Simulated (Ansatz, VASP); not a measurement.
# One calculation of Cu2Os, two programs

INCAR

```
PREC     = Accurate       # precision mode
ENCUT    = 520            # plane-wave cutoff, eV
EDIFF    = 1E-6           # SCF threshold, eV
ISMEAR   = 0              # smearing method
SIGMA    = 0.1            # smearing width, eV
LREAL    = False          # projectors in reciprocal space
LASPH    = True           # aspherical terms in the spheres
NELM     = 60             # most SCF steps
ALGO     = Normal         # electronic algorithm
ISIF     = 2              # what is computed and relaxed
LWAVE    = False          # write WAVECAR
LCHARG   = True           # write CHGCAR
GGA      = PE             # functional
LELF     = True           # ELF
LVHAR    = True         
NBANDS   = 39             # bands
```

The input KPOINTS:

```
regular mesh
0
Gamma
  6 6 6
```

Contents of POSCAR:

```
Cu2Os
1.0
    0.0000000000      3.3972741387      3.3972741387
    3.3972741387      0.0000000000      3.3972741387
    3.3972741387      3.3972741387      0.0000000000
Cu Os
4 2
Direct
    0.6250000000      0.6250000000      0.6250000000
    0.1250000000      0.6250000000      0.6250000000
    0.6250000000      0.6250000000      0.1250000000
    0.6250000000      0.1250000000      0.6250000000
    0.0000000000      0.0000000000      0.0000000000
    0.2500000000      0.2500000000      0.2500000000
```

Input for Ansatz:

```yaml
crystal:
  lattice:
    - [0.0, 3.3972741387, 3.3972741387]
    - [3.3972741387, 0.0, 3.3972741387]
    - [3.3972741387, 3.3972741387, 0.0]
  atoms:
    - { symbol: Cu, position: [0.625, 0.625, 0.625] }
    - { symbol: Cu, position: [0.125, 0.625, 0.625] }
    - { symbol: Cu, position: [0.625, 0.625, 0.125] }
    - { symbol: Cu, position: [0.625, 0.125, 0.625] }
    - { symbol: Os, position: [0.0, 0.0, 0.0] }
    - { symbol: Os, position: [0.25, 0.25, 0.25] }
basis:
  ecutwfc: 420
kpoints:
  mp_grid: { grid: [6, 6, 6] }
hamiltonian:
  xc: pbe
scf:
  occupations: { method: gaussian, width: 0.1 }
  lower_state_search: "off"
output:
  forces: true
  stress: true
  eigenvalues: true
```

Alike in both runs: task single point; functional PBE; k mesh 6 × 6 × 6; occupations gaussian, width 0.1 eV; no spin polarisation.

```csv
,VASP,Ansatz
version,VASP 6.6.1,Ansatz 0.2.0
potentials or method,"VASP PAW PBE potentials, release 64 (Cu, Os), cutoff 520 eV","scalar-relativistic, plane waves, PAW"
valence electrons in the cell,60,108
```

|  | VASP | Ansatz | Ansatz less VASP |
| --- | --- | --- | --- |
| gap on the k mesh at the Fermi level (eV) | none | none | - |
| pressure (GPa) | -10.3 | -10.5 | -0.19 |

A gap of «none» marks a metal or a gap that the smearing closes. VASP's potentials hold 60 valence electrons a cell and Ansatz's 108, so a difference there can come from the potentials and not from the codes.

Neither program's run includes spin-orbit coupling.
